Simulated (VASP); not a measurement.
Au:

```xyz
2
Lattice="2.9000 0.0000 0.0000 -1.4500 2.5115 0.0000 0.0000 0.0000 4.8800" Properties=species:S:1:pos:R:3 pbc="T T T"
Au    0.0000    1.6743    3.6600
Au    1.4500    0.8372    1.2200
```

Program: VASP 6.6.1. Alike in all runs: task electric field gradients; no spin polarisation; cell as given; k mesh 14 × 14 × 8.

Q: Order these runs on this cell by their pressure, lowest first.
A. level r2SCAN; potentials or basis VASP PAW PBE potentials, release 64 (Au); cutoff (eV) 440; smearing fermi-dirac 0.03 eV
B. level LDA; potentials or basis VASP PAW LDA potentials, release 64 (Au); cutoff (eV) 400; smearing methfessel-paxton 0.001 eV
C. level PBE; potentials or basis VASP PAW PBE potentials, release 64 (Au); cutoff (eV) 520; smearing fermi-dirac 0.03 eV

A: B (-10.3 GPa), A (-1.1 GPa), C (1.8 GPa).

Caveats: the PAW data sets were made with another functional, which shifts forces and pressure a little (some runs).
